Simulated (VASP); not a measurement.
Wanted: the native input for a VASP 6.6.1 run.

```yaml
Task: single point
Functional: PBE
Potentials_or_basis: VASP PAW PBE potentials, release 64 (Ti_sv)
Cutoff: 520 eV
k_mesh: 6 × 6 × 6
Occupations: gaussian, width 0.1 eV
Spin: no spin polarisation
Hubbard_terms: Ti d U = 6.4 eV
Dipole_correction: no
Further_INCAR_settings: ALGO = Normal; EDIFF = 1e-06; NBANDS = 25
```

The structure of Ti lies in POSCAR:

```
Ti
1.0
    4.5673748306      0.0000000000      0.0000000000
   -2.2836874153      3.9554626319      0.0000000000
    0.0000000000      0.0000000000      2.8262442700
Ti
3
Direct
    0.0000000000      0.0000000000      0.0000000000
    0.3333333333      0.6666666667      0.5000000000
    0.6666666667      0.3333333333      0.5000000000
```

This isn't the form of Ti at room conditions, which is hcp.

The input as run:

INCAR

```
PREC     = Accurate       # precision mode
ENCUT    = 520            # plane-wave cutoff, eV
EDIFF    = 1E-6           # SCF threshold, eV
ISMEAR   = 0              # smearing method
SIGMA    = 0.1            # smearing width, eV
LREAL    = False          # projectors in reciprocal space
LASPH    = True           # aspherical terms in the spheres
NELM     = 150            # most SCF steps
ALGO     = Normal         # electronic algorithm
ISIF     = 2              # what is computed and relaxed
LWAVE    = False          # write WAVECAR
LCHARG   = False          # write CHGCAR
LMAXMIX  = 4              # l up to which the mixer works
LDAU     = True           # DFT+U
LDAUTYPE = 2            
LDAUL    = 2              # shell
LDAUU    = 6.4            # U, eV
LDAUJ    = 0            
LDAUPRINT= 1            
GGA      = PE             # functional
NBANDS   = 25             # bands
```

KPOINTS

```
regular mesh
0
Gamma
  6 6 6
```

Potentials or basis: VASP PAW PBE potentials, release 64 (Ti_sv).

The run is started by

```sh
$ cat potpaw_PBE.64/Ti_sv/POTCAR > POTCAR
$ mpirun -np 1 vasp_std > vasp.out
```

It gave:

```json
{
  "Pressure": "17.2 GPa",
  "Band gap on the k mesh": "zero (bands 18 and 19 overlap by 0.14 eV)"
}
```

Caveat: the k points lie up to 0.37 Å⁻¹ apart; U without spin polarisation on a metal has little footing; the U is typed as a test and isn't derived for this compound.

It took 33 s on 1 thread of Intel(R) Xeon(R) Platinum 8375C CPU @ 2.90GHz (Ice Lake), on a shared host, peak memory 0.18 GiB.
